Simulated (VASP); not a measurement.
# ZnSe2 (Pa-3) in VASP: single point with PBEsol

Aim: the single point of ZnSe2 with PBEsol.

All numbers are computed with VASP 6.6.1; they aren't measurements. Logs are shortened: lines on timing, memory, paths and dates and some standing lists are left out, and cuts for length are marked.

## (1) The cell of the first run

The structure is cubic, space group Pa-3 (No. 205). Conventional cell: a = 6.239 Å, b = 6.239 Å, c = 6.239 Å, α = 90.00°, β = 90.00°, γ = 90.00°. Zn (site symmetry -3) has 6 Se at 2.62 Å within 3.5 Å. Within 3.1 Å of Se (site symmetry 3) lie 1 Se at 2.38 Å and 3 Zn at 2.62 Å.

## (2) Single point, PBEsol

INCAR

```
ALGO = Normal
EDIFF = 1E-6
ENCUT = 520
GGA = PS
ISIF = 2
ISMEAR = 0
LASPH = T
LCHARG = T
LELF = T
LREAL = F
LVHAR = T
LWAVE = F
NBANDS = 60
NELM = 80
PREC = Accurate
SIGMA = 0.05
```

KPOINTS

```
k-points
0
Gamma
  6 6 6
```

POSCAR

```
ZnSe2
1.0
    6.2389316051      0.0000000000      0.0000000000
    0.0000000000      6.2389316051      0.0000000000
    0.0000000000      0.0000000000      6.2389316051
Zn Se
4 8
Direct
    0.5000000000      0.5000000000      0.0000000000
    0.5000000000      0.0000000000      0.5000000000
    0.0000000000      0.5000000000      0.5000000000
    0.0000000000      0.0000000000      0.0000000000
    0.1099579274      0.8900420726      0.3900420726
    0.8900420726      0.3900420726      0.1099579274
    0.3900420726      0.1099579274      0.8900420726
    0.6099579274      0.6099579274      0.6099579274
    0.8900420726      0.1099579274      0.6099579274
    0.1099579274      0.6099579274      0.8900420726
    0.6099579274      0.8900420726      0.1099579274
    0.3900420726      0.3900420726      0.3900420726
```

Potentials or basis: VASP PAW PBE potentials, release 64 (Zn, Se).

Started as:

```sh
cat potpaw_PBE.64/Zn/POTCAR potpaw_PBE.64/Se/POTCAR > POTCAR
mpirun -np 1 vasp_std > vasp.out
```

OUTCAR:

```text
EDIFF = 1E-6
   ENCUT = 520
   GGA = PS
   ISIF = 2
   ISMEAR = 0
   LASPH = T
   LREAL = F
   NELM = 80
   PREC = Accurate

 ion  position               nearest neighbor table
   1  0.500  0.500  0.000-   6 2.62   7 2.62   8 2.62  10 2.62  11 2.62  12 2.62
   2  0.500  0.000  0.500-   5 2.62   7 2.62   8 2.62   9 2.62  11 2.62  12 2.62
   3  0.000  0.500  0.500-   5 2.62   6 2.62   8 2.62   9 2.62  10 2.62  12 2.62
   4  0.000  0.000  0.000-   5 2.62   6 2.62   7 2.62   9 2.62  10 2.62  11 2.62
   5  0.110  0.890  0.390-   9 2.38   3 2.62   4 2.62   2 2.62
   6  0.890  0.390  0.110-  10 2.38   3 2.62   4 2.62   1 2.62
   7  0.390  0.110  0.890-  11 2.38   2 2.62   4 2.62   1 2.62
   8  0.610  0.610  0.610-  12 2.38   2 2.62   3 2.62   1 2.62
   9  0.890  0.110  0.610-   5 2.38   3 2.62   4 2.62   2 2.62
  10  0.110  0.610  0.890-   6 2.38   3 2.62   4 2.62   1 2.62
  11  0.610  0.890  0.110-   7 2.38   2 2.62   4 2.62   1 2.62
  12  0.390  0.390  0.390-   8 2.38   2 2.62   3 2.62   1 2.62

  LATTYP: Found a simple cubic cell.
 ALAT       =     6.2389316051

  Lattice vectors:

 A1 = (   6.2389316051,   0.0000000000,   0.0000000000)
 A2 = (   0.0000000000,   6.2389316051,   0.0000000000)
 A3 = (   0.0000000000,   0.0000000000,   6.2389316051)

Analysis of symmetry for initial positions (statically):
=====================================================================
 Subroutine PRICEL returns:
 Original cell was already a primitive cell.

 Routine SETGRP: Setting up the symmetry group for a
 simple cubic supercell.

 Subroutine GETGRP returns: Found 24 space group operations
 (whereof  6 operations were pure point group operations)
 out of a pool of 48 trial point group operations.

The static configuration has the point symmetry S_6 .
 The point group associated with its full space group is T_h .

Analysis of symmetry for dynamics (positions and initial velocities):
=====================================================================
 Subroutine PRICEL returns:
 Original cell was already a primitive cell.

 Routine SETGRP: Setting up the symmetry group for a
 simple cubic supercell.

 Subroutine GETGRP returns: Found 24 space group operations
 (whereof  6 operations were pure point group operations)
 out of a pool of 48 trial point group operations.

The dynamic configuration has the point symmetry S_6 .
 The point group associated with its full space group is T_h .

 Subroutine INISYM returns: Found 24 space group operations
 (whereof  6 operations are pure point group operations),
 and found     1 'primitive' translations

----------------------------------------------------------------------------------------

                                     Primitive cell

  volume of cell :     242.8458

  direct lattice vectors                    reciprocal lattice vectors
     6.238931605  0.000000000  0.000000000     0.160283854  0.000000000  0.000000000
     0.000000000  6.238931605  0.000000000     0.000000000  0.160283854  0.000000000
     0.000000000  0.000000000  6.238931605     0.000000000  0.000000000  0.160283854

  length of vectors
     6.238931605  6.238931605  6.238931605     0.160283854  0.160283854  0.160283854

  position of ions in fractional coordinates (direct lattice)
     0.500000000  0.500000000  0.000000000
     0.500000000  0.000000000  0.500000000
     0.000000000  0.500000000  0.500000000
     0.000000000  0.000000000  0.000000000
     0.109957927  0.890042073  0.390042073
     0.890042073  0.390042073  0.109957927
     0.390042073  0.109957927  0.890042073
     0.609957927  0.609957927  0.609957927
     0.890042073  0.109957927  0.609957927
     0.109957927  0.609957927  0.890042073
     0.609957927  0.890042073  0.109957927
     0.390042073  0.390042073  0.390042073

  ion indices of the primitive-cell ions
   primitive index   ion index
                 1           1
                 2           2
                 3           3
                 4           4
                 5           5
                 6           6
                 7           7
                 8           8
                 9           9
                10          10
                11          11
                12          12

----------------------------------------------------------------------------------------

 KPOINTS: k-points

Automatic generation of k-mesh.
 Grid dimensions read from file:
 generate k-points for:    6    6    6

 Generating k-lattice:

  Cartesian coordinates                     Fractional coordinates (reciprocal lattice)
     0.026713976  0.000000000  0.000000000     0.166666667  0.000000000  0.000000000
     0.000000000  0.026713976  0.000000000     0.000000000  0.166666667  0.000000000
     0.000000000  0.000000000  0.026713976     0.000000000  0.000000000  0.166666667

  Length of vectors
     0.026713976  0.026713976  0.026713976

  Shift w.r.t. Gamma in fractional coordinates (k-lattice)
     0.000000000  0.000000000  0.000000000

 Subroutine IBZKPT returns following result:
 ===========================================

 Found     24 irreducible k-points:

 Following reciprocal coordinates:
            Coordinates               Weight
  0.000000  0.000000  0.000000      1.000000
  0.166667  0.000000  0.000000      6.000000
  0.333333  0.000000  0.000000      6.000000
  0.500000  0.000000  0.000000      3.000000
  0.166667  0.166667  0.000000     12.000000
  0.333333  0.166667  0.000000     12.000000
[... 16 lines left out ...]
  0.500000  0.500000  0.333333      6.000000
  0.500000  0.500000  0.500000      1.000000
   k-points           NKPTS =     24   k-points in BZ     NKDIM =     24   number of bands    NBANDS=     60
   number of dos      NEDOS =    301   number of ions     NIONS =     12
   total plane-waves  NPLWV = 110592
   dimension x,y,z NGX =    48 NGY =   48 NGZ =   48
   dimension x,y,z NGXF=    96 NGYF=   96 NGZF=   96
   ions per type =               4   8
   NGX,Y,Z   is equivalent  to a cutoff of  12.79, 12.79, 12.79 a.u.
   NGXF,Y,Z  is equivalent  to a cutoff of  25.58, 25.58, 25.58 a.u.
 SYSTEM =  unknown system
   PREC   = accura    normal or accurate (medium, high low for compatibility)
   ISTART =      0    job   : 0-new  1-cont  2-samecut
   ICHARG =      2    charge: 1-file 2-atom 10-const
   ISPIN  =      1    spin polarized calculation?
   LNONCOLLINEAR =      F non collinear calculations
   LSORBIT =      F    spin-orbit coupling
   LASPH  =      T    aspherical Exc in radial PAW
   ENCUT  =  520.0 eV  38.22 Ry    6.18 a.u.  11.60 11.60 11.60*2*pi/ulx,y,z
   NELM   =     80;   NELMIN=  2; NELMDL= -5     # of ELM steps
   EDIFF  = 0.1E-05   stopping-criterion for ELM
   LREAL  =      F    real-space projection
   EDIFFG = 0.1E-04   stopping-criterion for IOM
   NSW    =      0    number of steps for IOM
   IBRION =     -1    ionic relax: 0-MD 1-quasi-New 2-CG
   NFREE  =      0    steps in history (QN), initial steepest desc. (CG)
   ISIF   =      2    stress and relaxation
   ISYM   =      2    0-nonsym 1-usesym 2-fastsym
   POTIM  = 0.5000    time-step for ionic-motion
   TEBEG  =    0.0;   TEEND  =   0.0 temperature during run
   PSTRESS=    0.0 pullay stress
   NELECT =      96.0000    total number of electrons
   NUPDOWN=      -1.0000    fix difference up-down
   EMIN   =  10.00;   EMAX   =-10.00  energy-range for DOS
   EFERMI =   0.00;   METHOD = LEGACY
   ISMEAR =     0;   SIGMA  =   0.05  broadening in eV -4-tet -1-fermi 0-gaus
   EFERMI_NEDOS =   21; number of points for ismear=-14 and -15
   IALGO  =     38    algorithm
   IMIX   =      4    mixing-type and parameters
     AMIX     =   0.40;   BMIX     =  1.00
     AMIX_MAG =   1.60;   BMIX_MAG =  1.00
  volume/ion in A,a.u.               =      20.24       136.57
  Fermi-wavevector in a.u.,A,eV,Ry     =   1.201494  2.270495 19.641212  1.443588
  Thomas-Fermi vector in A             =   2.337301
   LORBIT       =      0    0 simple, 1 ext, 2 COOP (PROOUT), +10 PAW based schemes
   GGA     = PS    functional components
   LHFCALC =     F    Hartree Fock is set to
   AEXX    =    0.0000 exact exchange contribution
   IVDW    =     0    specifies the selected vdW correction
   LEPSILON=     F    determine dielectric tensor
   LRPA    =     F    only Hartree local field effects (RPA)
 non-spin polarized calculation
 Gauss-broadening in eV      SIGMA  =   0.05
  energy-cutoff  :      520.00
  volume of cell :      242.85
 maximum number of plane-waves:      6619
 NGX is ok and might be reduce to    48
   NGX = 23   NGY = 23   NGZ = 23

 number of electron      95.9999855 magnetization

 Free energy of the ion-electron system (eV)
  ---------------------------------------------------
  ext. energy  EPLUGINS =         0.00000000
  ---------------------------------------------------
  free energy    TOTEN  =       -41.21862873 eV

  energy without entropy =      -41.21862873  energy(sigma->0) =      -41.21862873

 E-fermi :   4.3181     XC(G=0): -10.3733

 val. band max:        4.0444927957   @ k =   0.0000   0.0000   0.0000
 cond. band min:       4.7365282571   @ k =   0.1667   0.1667   0.1667
 fundamental gap:      0.6920354613
 Fermi energy:         4.3180717670

 k-point     1 :       0.0000    0.0000    0.0000
  band No.  band energies     occupation
      1     -11.6217      2.00000
      2     -10.4439      2.00000
      3     -10.4439      2.00000
      4     -10.4439      2.00000
      5      -8.2598      2.00000
      6      -8.2598      2.00000
[... 52 lines left out ...]
     59       8.6539      0.00000
     60       9.9638      0.00000

 k-point     2 :       0.1667    0.0000    0.0000
  band No.  band energies     occupation
      1     -11.5586      2.00000
      2     -10.5459      2.00000
      3     -10.4342      2.00000
      4     -10.4336      2.00000
      5      -8.2505      2.00000
      6      -8.2468      2.00000
[... 1383 lines left out ...]
      4     -10.6728      2.00000
      5      -8.3944      2.00000
      6      -8.3944      2.00000
[... 52 lines left out ...]
     59       8.4796      0.00000
     60       8.4796      0.00000

------------------------ aborting loop because EDIFF is reached ----------------------------------------

  FORCE on cell =-STRESS in cart. coord.  units (eV):
  Direction    XX          YY          ZZ          XY          YZ          ZX
  --------------------------------------------------------------------------------------
  -------------------------------------------------------------------------------------
  Total        0.4029779      0.4029779      0.4029779      0.0000000     -0.0000000      0.0000000
  in kB        2.6586497      2.6586497      2.6586497      0.0000000     -0.0000000      0.0000000
  external PRESSURE =       2.6586497 kB  Pullay stress =       0.0000000 kB

 VOLUME and BASIS-vectors are now :
 -----------------------------------------------------------------------------
  energy-cutoff  :      520.00
  volume of cell :      242.85
      direct lattice vectors                 reciprocal lattice vectors
     6.238931605  0.000000000  0.000000000     0.160283854  0.000000000  0.000000000
     0.000000000  6.238931605  0.000000000     0.000000000  0.160283854  0.000000000
     0.000000000  0.000000000  6.238931605     0.000000000  0.000000000  0.160283854

 POSITION                                       TOTAL-FORCE (eV/Angst)
 -----------------------------------------------------------------------------------
      3.11947      3.11947      0.00000         0.000000      0.000000      0.000000
      3.11947      0.00000      3.11947         0.000000      0.000000      0.000000
      0.00000      3.11947      3.11947         0.000000      0.000000      0.000000
      0.00000      0.00000      0.00000         0.000000      0.000000      0.000000
      0.68602      5.55291      2.43345         0.018971     -0.018971     -0.018971
      5.55291      2.43345      0.68602        -0.018971     -0.018971      0.018971
      2.43345      0.68602      5.55291        -0.018971      0.018971     -0.018971
      3.80549      3.80549      3.80549         0.018971      0.018971      0.018971
      5.55291      0.68602      3.80549        -0.018971      0.018971      0.018971
      0.68602      3.80549      5.55291         0.018971      0.018971     -0.018971
      3.80549      5.55291      0.68602         0.018971     -0.018971      0.018971
      2.43345      2.43345      2.43345        -0.018971     -0.018971     -0.018971
 -----------------------------------------------------------------------------------
    total drift:                                0.000000      0.000000     -0.000000

  FREE ENERGIE OF THE ION-ELECTRON SYSTEM (eV)
  ---------------------------------------------------
  free  energy   TOTEN  =       -41.2186287277 eV

  energy  without entropy=      -41.2186287277  energy(sigma->0) =      -41.21862873
```

It took 8.3 min on 1 thread of AMD EPYC 7R43 (Zen 3), shared host; peak memory 0.42 GiB.

What came out:

* Free energy: -41.2186 eV
* Pressure: 0.3 GPa
* Largest force: 0.033 eV/Å
* Band gap on the k mesh: 0.69 eV, indirect (least direct gap 0.84 eV)

Forces in eV/Å, atoms in the order of the input:
```
Zn   0.000  0.000  0.000
Zn   0.000  0.000  0.000
Zn   0.000  0.000  0.000
Zn   0.000  0.000  0.000
Se   0.019 -0.019 -0.019
Se  -0.019 -0.019  0.019
Se  -0.019  0.019 -0.019
Se   0.019  0.019  0.019
Se  -0.019  0.019  0.019
Se   0.019  0.019 -0.019
Se   0.019 -0.019  0.019
Se  -0.019 -0.019 -0.019
```

Caveat: the PAW data sets were made with another functional, which shifts forces and pressure a little.
